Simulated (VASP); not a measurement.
# Na (Im-3m) in VASP: notebook

The runs below take Na through single point, with PBE.

All numbers are computed with VASP 6.6.1; they aren't measurements. Logs are shortened: lines on timing, memory, paths and dates and some standing lists are left out, and cuts for length are marked.

**1. The cell of the first run**

It takes space group Im-3m (No. 229, cubic). Conventional cell: a = 4.148 Å, b = 4.148 Å, c = 4.148 Å, α = 90.00°, β = 90.00°, γ = 90.00°. Na (site symmetry m-3m) has 14 Na at 3.59 to 4.15 Å within 4.7 Å.

**2. Single point, PBE (volume scaled by 0.97)**

File INCAR:

```
PREC = Accurate
ENCUT = 520
EDIFF = 1E-6
ISMEAR = 0
SIGMA = 0.1
LREAL = False
LASPH = True
NELM = 60
ALGO = Normal
ISIF = 2
LWAVE = False
LCHARG = False
GGA = PE
NBANDS = 10
```

File KPOINTS:

```
Automatic mesh
0
Gamma
  14 14 14
```

File POSCAR:

```
Na
1.0
   -2.0737500242      2.0737500242      2.0737500242
    2.0737500242     -2.0737500242      2.0737500242
    2.0737500242      2.0737500242     -2.0737500242
Na
1
Direct
    0.0000000000      0.0000000000      0.0000000000
```

Potentials or basis: VASP PAW PBE potentials, release 64 (Na_pv).

Run with:

```console
$ cat potpaw_PBE.64/Na_pv/POTCAR > POTCAR
$ mpirun -np 1 vasp_std > vasp.out
```

OUTCAR:

```text
PREC = Accurate
   ENCUT = 520
   EDIFF = 1E-6
   ISMEAR = 0
   LREAL = False
   LASPH = True
   NELM = 60
   ISIF = 2
   GGA = PE

 ion  position               nearest neighbor table
   1  0.000  0.000  0.000-

  LATTYP: Found a body centered cubic cell.
 ALAT       =     4.1475000484

  Lattice vectors:

 A1 = (  -2.0737500242,   2.0737500242,   2.0737500242)
 A2 = (   2.0737500242,  -2.0737500242,   2.0737500242)
 A3 = (   2.0737500242,   2.0737500242,  -2.0737500242)

Analysis of symmetry for initial positions (statically):
=====================================================================
 Subroutine PRICEL returns:
 Original cell was already a primitive cell.

 Routine SETGRP: Setting up the symmetry group for a
 body centered cubic supercell.

 Subroutine GETGRP returns: Found 48 space group operations
 (whereof 48 operations were pure point group operations)
 out of a pool of 48 trial point group operations.

The static configuration has the point symmetry O_h .

Analysis of symmetry for dynamics (positions and initial velocities):
=====================================================================
 Subroutine PRICEL returns:
 Original cell was already a primitive cell.

 Routine SETGRP: Setting up the symmetry group for a
 body centered cubic supercell.

 Subroutine GETGRP returns: Found 48 space group operations
 (whereof 48 operations were pure point group operations)
 out of a pool of 48 trial point group operations.

The dynamic configuration has the point symmetry O_h .

 Subroutine INISYM returns: Found 48 space group operations
 (whereof 48 operations are pure point group operations),
 and found     1 'primitive' translations

----------------------------------------------------------------------------------------

                                     Primitive cell

  volume of cell :      35.6721

  direct lattice vectors                    reciprocal lattice vectors
    -2.073750024  2.073750024  2.073750024     0.000000000  0.241109099  0.241109099
     2.073750024 -2.073750024  2.073750024     0.241109099  0.000000000  0.241109099
     2.073750024  2.073750024 -2.073750024     0.241109099  0.241109099  0.000000000

  length of vectors
     3.591840404  3.591840404  3.591840404     0.340979758  0.340979758  0.340979758

  position of ions in fractional coordinates (direct lattice)
     0.000000000  0.000000000  0.000000000

  ion indices of the primitive-cell ions
   primitive index   ion index
                 1           1

----------------------------------------------------------------------------------------

 KPOINTS: Automatic mesh

Automatic generation of k-mesh.
 Grid dimensions read from file:
 generate k-points for:   14   14   14

 Generating k-lattice:

  Cartesian coordinates                     Fractional coordinates (reciprocal lattice)
     0.000000000  0.017222079  0.017222079     0.071428571  0.000000000  0.000000000
     0.017222079  0.000000000  0.017222079     0.000000000  0.071428571  0.000000000
     0.017222079  0.017222079  0.000000000     0.000000000  0.000000000  0.071428571

  Length of vectors
     0.024355697  0.024355697  0.024355697

  Shift w.r.t. Gamma in fractional coordinates (k-lattice)
     0.000000000  0.000000000  0.000000000

 Subroutine IBZKPT returns following result:
 ===========================================

 Found    104 irreducible k-points:

 Following reciprocal coordinates:
            Coordinates               Weight
  0.000000  0.000000  0.000000      1.000000
  0.071429  0.000000  0.000000     12.000000
  0.142857  0.000000  0.000000     12.000000
  0.214286  0.000000  0.000000     12.000000
  0.285714  0.000000  0.000000     12.000000
  0.357143  0.000000  0.000000     12.000000
[... 16 lines left out ...]
  0.285714  0.285714  0.000000     24.000000
  0.357143  0.285714  0.000000     24.000000
 [... further k-points ...]
   k-points           NKPTS =    104   k-points in BZ     NKDIM =    104   number of bands    NBANDS=     10
   number of dos      NEDOS =    301   number of ions     NIONS =      1
   total plane-waves  NPLWV =  21952
   dimension x,y,z NGX =    28 NGY =   28 NGZ =   28
   dimension x,y,z NGXF=    56 NGYF=   56 NGZF=   56
   ions per type =               1
   NGX,Y,Z   is equivalent  to a cutoff of  12.96, 12.96, 12.96 a.u.
   NGXF,Y,Z  is equivalent  to a cutoff of  25.92, 25.92, 25.92 a.u.
 SYSTEM =  unknown system
   PREC   = accura    normal or accurate (medium, high low for compatibility)
   ISTART =      0    job   : 0-new  1-cont  2-samecut
   ICHARG =      2    charge: 1-file 2-atom 10-const
   ISPIN  =      1    spin polarized calculation?
   LNONCOLLINEAR =      F non collinear calculations
   LSORBIT =      F    spin-orbit coupling
   LASPH  =      T    aspherical Exc in radial PAW
   ENCUT  =  520.0 eV  38.22 Ry    6.18 a.u.   6.68  6.68  6.68*2*pi/ulx,y,z
   NELM   =     60;   NELMIN=  2; NELMDL= -5     # of ELM steps
   EDIFF  = 0.1E-05   stopping-criterion for ELM
   LREAL  =      F    real-space projection
   EDIFFG = 0.1E-04   stopping-criterion for IOM
   NSW    =      0    number of steps for IOM
   IBRION =     -1    ionic relax: 0-MD 1-quasi-New 2-CG
   NFREE  =      0    steps in history (QN), initial steepest desc. (CG)
   ISIF   =      2    stress and relaxation
   ISYM   =      2    0-nonsym 1-usesym 2-fastsym
   POTIM  = 0.5000    time-step for ionic-motion
   TEBEG  =    0.0;   TEEND  =   0.0 temperature during run
   PSTRESS=    0.0 pullay stress
   NELECT =       7.0000    total number of electrons
   NUPDOWN=      -1.0000    fix difference up-down
   EMIN   =  10.00;   EMAX   =-10.00  energy-range for DOS
   EFERMI =   0.00;   METHOD = LEGACY
   ISMEAR =     0;   SIGMA  =   0.10  broadening in eV -4-tet -1-fermi 0-gaus
   EFERMI_NEDOS =   21; number of points for ismear=-14 and -15
   IALGO  =     38    algorithm
   IMIX   =      4    mixing-type and parameters
     AMIX     =   0.40;   BMIX     =  1.00
     AMIX_MAG =   1.60;   BMIX_MAG =  1.00
  volume/ion in A,a.u.               =      35.67       240.73
  Fermi-wavevector in a.u.,A,eV,Ry     =   0.951330  1.797753 12.313659  0.905028
  Thomas-Fermi vector in A             =   2.079790
   LORBIT       =      0    0 simple, 1 ext, 2 COOP (PROOUT), +10 PAW based schemes
   GGA     = PE    functional components
   LHFCALC =     F    Hartree Fock is set to
   AEXX    =    0.0000 exact exchange contribution
   IVDW    =     0    specifies the selected vdW correction
   LEPSILON=     F    determine dielectric tensor
   LRPA    =     F    only Hartree local field effects (RPA)
 non-spin polarized calculation
 Gauss-broadening in eV      SIGMA  =   0.10
  energy-cutoff  :      520.00
  volume of cell :       35.67
 maximum number of plane-waves:       976
   NGX = 13   NGY = 13   NGZ = 13

 number of electron       6.9999988 magnetization

 Free energy of the ion-electron system (eV)
  ---------------------------------------------------
  ext. energy  EPLUGINS =         0.00000000
  ---------------------------------------------------
  free energy    TOTEN  =        -1.31091652 eV

  energy without entropy =       -1.30792126  energy(sigma->0) =       -1.30941889

 E-fermi :   0.4177     XC(G=0):  -6.6033

 val. band max:        0.3904446634   @ k =  -0.3571   0.4286   0.1429
 cond. band min:       0.4729033760   @ k =   0.3571   0.0714   0.0714
 fundamental gap:      0.0824587126
 Fermi energy:         0.4176678310

 k-point     1 :       0.0000    0.0000    0.0000
  band No.  band energies     occupation
      1     -24.4307      2.00000
      2     -24.4307      2.00000
      3     -24.4307      2.00000
      4      -2.9181      2.00000
      5      12.4263      0.00000
      6      12.4263      0.00000
      7      12.4263      0.00000
      8      13.4491      0.00000
      9      13.4491      0.00000
     10      14.0225      0.00000

 k-point     2 :       0.0714    0.0000    0.0000
  band No.  band energies     occupation
      1     -24.4327      2.00000
      2     -24.4314      2.00000
      3     -24.4307      2.00000
      4      -2.8257      2.00000
      5      11.2172      0.00000
      6      11.8326      0.00000
      7      12.0882      0.00000
      8      12.7176      0.00000
      9      12.9220      0.00000
     10      14.4396      0.00000

 k-point     3 :       0.1429    0.0000    0.0000
  band No.  band energies     occupation
      1     -24.4384      2.00000
      2     -24.4333      2.00000
      3     -24.4307      2.00000
      4      -2.5494      2.00000
      5       9.3070      0.00000
      6      10.9608      0.00000
      7      11.4839      0.00000
      8      11.8756      0.00000
      9      12.6429      0.00000
     10      14.5274      0.00000

 k-point     4 :       0.2143    0.0000    0.0000
  band No.  band energies     occupation
      1     -24.4466      2.00000
      2     -24.4360      2.00000
      3     -24.4306      2.00000
      4      -2.0925      2.00000
      5       7.4684      0.00000
      6      10.1981      0.00000
      7      10.9182      0.00000
      8      11.1746      0.00000
      9      12.2281      0.00000
     10      14.8428      0.00000
[... 222 lines left out ...]
 k-point    22 :       0.3571    0.2143   -0.0000
  band No.  band energies     occupation
      1     -24.4656      2.00000
      2     -24.4501      2.00000
      3     -24.4349      2.00000
      4       1.3894      0.00000
      5       2.6783      0.00000
      6       5.1460      0.00000
      7       8.8320      0.00000
      8      12.1080      0.00000
      9      14.3759      0.00000
     10      15.2364      0.00000

 k-point    23 :       0.2857    0.2857    0.0000
  band No.  band energies     occupation
      1     -24.4633      2.00000
      2     -24.4524      2.00000
      3     -24.4354      2.00000
      4       1.3189      0.00000
      5       3.4150      0.00000
      6       4.2463      0.00000
      7       8.7463      0.00000
      8      12.7914      0.00000
      9      13.6273      0.00000
     10      15.6175      0.00000

 k-point    24 :       0.3571    0.2857    0.0000
  band No.  band energies     occupation
      1     -24.4617      2.00000
      2     -24.4554      2.00000
      3     -24.4357      2.00000
      4       2.1859      0.00000
      5       2.6172      0.00000
      6       3.9408      0.00000
      7       8.6627      0.00000
      8      12.9703      0.00000
      9      13.8836      0.00000
     10      15.0650      0.00000

 [... further k-points ...]

------------------------ aborting loop because EDIFF is reached ----------------------------------------

  FORCE on cell =-STRESS in cart. coord.  units (eV):
  Direction    XX          YY          ZZ          XY          YZ          ZX
  --------------------------------------------------------------------------------------
  -------------------------------------------------------------------------------------
  Total        0.0592893      0.0592893      0.0592893      0.0000000      0.0000000      0.0000000
  in kB        2.6629185      2.6629185      2.6629185      0.0000000      0.0000000      0.0000000
  external PRESSURE =       2.6629185 kB  Pullay stress =       0.0000000 kB

 VOLUME and BASIS-vectors are now :
 -----------------------------------------------------------------------------
  energy-cutoff  :      520.00
  volume of cell :       35.67
      direct lattice vectors                 reciprocal lattice vectors
    -2.073750024  2.073750024  2.073750024     0.000000000  0.241109099  0.241109099
     2.073750024 -2.073750024  2.073750024     0.241109099  0.000000000  0.241109099
     2.073750024  2.073750024 -2.073750024     0.241109099  0.241109099  0.000000000

 POSITION                                       TOTAL-FORCE (eV/Angst)
 -----------------------------------------------------------------------------------
      0.00000      0.00000      0.00000         0.000000      0.000000     -0.000000
 -----------------------------------------------------------------------------------
    total drift:                               -0.000000     -0.000000      0.000000

  FREE ENERGIE OF THE ION-ELECTRON SYSTEM (eV)
  ---------------------------------------------------
  free  energy   TOTEN  =        -1.3109165201 eV

  energy  without entropy=       -1.3079212635  energy(sigma->0) =       -1.30941889
```

It took 29 s on 1 thread of AMD EPYC 7R13 (Zen 3), shared host; peak memory 0.13 GiB.

What came out:

| Quantity | Value |
| --- | --- |
| Free energy | -1.3109 eV |
| Pressure | 0.3 GPa |

Caveat: the cell differs from its parent crystal (volume scaled by 0.97).

**3. Single point, PBE**

This run uses another cell than the first one, of 36.78 Å³/atom, 1.031 times its volume.

File INCAR:

```
PREC = Accurate
ENCUT = 520
EDIFF = 1E-6
ISMEAR = 0
SIGMA = 0.1
LREAL = F
LASPH = T
NELM = 80
ALGO = Normal
ISIF = 2
LWAVE = F
LCHARG = F
GGA = PE
NBANDS = 10
```

File KPOINTS:

```
regular mesh
0
Gamma
  14 14 14
```

File POSCAR:

```
Na
1.0
   -2.0949122003      2.0949122003      2.0949122003
    2.0949122003     -2.0949122003      2.0949122003
    2.0949122003      2.0949122003     -2.0949122003
Na
1
Direct
    0.0000000000      0.0000000000      0.0000000000
```

Potentials or basis: VASP PAW PBE potentials, release 64 (Na_pv).

Run with:

```console
$ cat potpaw_PBE.64/Na_pv/POTCAR > POTCAR
$ mpirun -np 1 vasp_std > vasp.out
```

Wall time 21 s (1 thread of AMD EPYC 7R13 (Zen 3), shared host); peak memory 0.13 GiB.

Results (log left out):

| Property | Result |
| --- | --- |
| Free energy | -1.3121 eV |
| Pressure | 0.0 GPa |

Levels at points of the mesh, in eV from the Fermi level:
```tsv
k point	band 1	band 2	band 3	band 4	band 5	band 6
(0.00, 0.00, 0.00)	-24.87	-24.87	-24.87	-3.27	11.81	11.81
(0.50, 0.00, 0.00)	-24.91	-24.88	-24.87	0.78	1.25	8.26
(0.50, 0.50, 0.50)	-24.90	-24.90	-24.90	4.56	4.56	4.95
```

**4. Single point, PBE**

This run uses another cell than the first one, of 36.78 Å³/atom, 1.031 times its volume.

File INCAR:

```
SYSTEM = Na
PREC = Accurate
ENCUT = 520
EDIFF = 1E-7
ISMEAR = 0
SIGMA = 0.1
LREAL = .False.
LASPH = .True.
NELM = 60
ALGO = Normal
ISIF = 2
LWAVE = .False.
LCHARG = .False.
GGA = PE
NBANDS = 10
```

File KPOINTS:

```
Automatic mesh
0
Gamma
  14 14 14
  0 0 0
```

POSCAR is that of step 3.

Potentials or basis: VASP PAW PBE potentials, release 64 (Na_pv).

Run with:

```console
$ cat potpaw_PBE.64/Na_pv/POTCAR > POTCAR
$ mpirun -np 1 vasp_std > vasp.out
```

OUTCAR:

```text
SYSTEM = Na
   PREC = Accurate
   ENCUT = 520
   EDIFF = 1E-7
   ISMEAR = 0
   LREAL = .False.
   LASPH = .True.
   NELM = 60
   ISIF = 2
   GGA = PE

 ion  position               nearest neighbor table
   1  0.000  0.000  0.000-

  LATTYP: Found a body centered cubic cell.
 ALAT       =     4.1898244006

  Lattice vectors:

 A1 = (  -2.0949122003,   2.0949122003,   2.0949122003)
 A2 = (   2.0949122003,  -2.0949122003,   2.0949122003)
 A3 = (   2.0949122003,   2.0949122003,  -2.0949122003)

Analysis of symmetry for initial positions (statically):
=====================================================================
 Subroutine PRICEL returns:
 Original cell was already a primitive cell.

 Routine SETGRP: Setting up the symmetry group for a
 body centered cubic supercell.

 Subroutine GETGRP returns: Found 48 space group operations
 (whereof 48 operations were pure point group operations)
 out of a pool of 48 trial point group operations.

The static configuration has the point symmetry O_h .

Analysis of symmetry for dynamics (positions and initial velocities):
[... 162 lines left out ...]
 Fermi energy:         0.3280705775

 k-point     1 :       0.0000    0.0000    0.0000
  band No.  band energies     occupation
      1     -24.5432      2.00000
      2     -24.5432      2.00000
      3     -24.5432      2.00000
      4      -2.9429      2.00000
      5      12.1368      0.00000
      6      12.1368      0.00000
      7      12.1368      0.00000
      8      13.1416      0.00000
      9      13.1416      0.00000
     10      13.7016      0.00000
[... 287 lines left out ...]
 k-point    24 :       0.3571    0.2857    0.0000
  band No.  band energies     occupation
      1     -24.5711      2.00000
      2     -24.5655      2.00000
      3     -24.5477      2.00000
      4       2.0722      0.00000
      5       2.4872      0.00000
      6       3.7677      0.00000
      7       8.3983      0.00000
      8      12.6563      0.00000
      9      13.5566      0.00000
     10      14.6593      0.00000

 [... further k-points ...]

------------------------ aborting loop because EDIFF is reached ----------------------------------------

  FORCE on cell =-STRESS in cart. coord.  units (eV):
  Direction    XX          YY          ZZ          XY          YZ          ZX
  --------------------------------------------------------------------------------------
  -------------------------------------------------------------------------------------
  Total        0.0089250      0.0089250      0.0089250     -0.0000000      0.0000000      0.0000000
  in kB        0.3888293      0.3888293      0.3888293     -0.0000000      0.0000000      0.0000000
  external PRESSURE =       0.3888293 kB  Pullay stress =       0.0000000 kB

 VOLUME and BASIS-vectors are now :
 -----------------------------------------------------------------------------
  energy-cutoff  :      520.00
  volume of cell :       36.78
      direct lattice vectors                 reciprocal lattice vectors
    -2.094912200  2.094912200  2.094912200     0.000000000  0.238673487  0.238673487
     2.094912200 -2.094912200  2.094912200     0.238673487  0.000000000  0.238673487
     2.094912200  2.094912200 -2.094912200     0.238673487  0.238673487  0.000000000

 POSITION                                       TOTAL-FORCE (eV/Angst)
 -----------------------------------------------------------------------------------
      0.00000      0.00000      0.00000        -0.000000      0.000000      0.000000
 -----------------------------------------------------------------------------------
    total drift:                                0.000000     -0.000000      0.000000

  FREE ENERGIE OF THE ION-ELECTRON SYSTEM (eV)
  ---------------------------------------------------
  free  energy   TOTEN  =        -1.3121191187 eV

  energy  without entropy=       -1.3090956679  energy(sigma->0) =       -1.31060739
```

stdout:

```text
POSCAR found type information on POSCAR Na
 POSCAR found :  1 types and       1 ions
 scaLAPACK will be used
 LDA part: xc-table for (Slater+PW92), standard interpolation
 POSCAR, INCAR and KPOINTS ok, starting setup
 FFT: planning ... GRIDC
 FFT: planning ... GRID_SOFT
 FFT: planning ... GRID
 WAVECAR not read
 entering main loop
```

It took 36 s on 1 thread of AMD EPYC 7R13 (Zen 3), shared host; peak memory 0.14 GiB.

What came out:

| Item | Value |
| --- | --- |
| Free energy | -1.3121 eV |
| Pressure | 0.0 GPa |
